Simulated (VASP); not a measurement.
A run of VASP 6.6.1 is set up as follows.

File INCAR:

```
ALGO = Normal
EDIFF = 1E-6
ENCUT = 520
GGA = PE
ISIF = 2
ISMEAR = -1
ISPIN = 2
LASPH = True
LCHARG = False
LORBIT = 11
LREAL = False
LWAVE = False
MAGMOM = 1
NBANDS = 12
NELM = 150
NUPDOWN = 1.0
PREC = Accurate
SIGMA = 0.1
```

Contents of KPOINTS:

```
k-points
0
Gamma
  12 12 12
```

The input POSCAR:

```
Al
1.0
   -1.6121581793      1.6121581793      1.6121581793
    1.6121581793     -1.6121581793      1.6121581793
    1.6121581793      1.6121581793     -1.6121581793
Al
1
Direct
    0.0000000000      0.0000000000      0.0000000000
```

Potentials or basis: VASP PAW PBE potentials, release 64 (Al).

Run with:

```sh
$ cat potpaw_PBE.64/Al/POTCAR > POTCAR
$ mpirun -np 1 vasp_std > vasp.out
```

Question: Estimate the pressure.

Answer: 7.2 GPa.

Caveat: the total moment is fixed, so each spin has its own Fermi level.
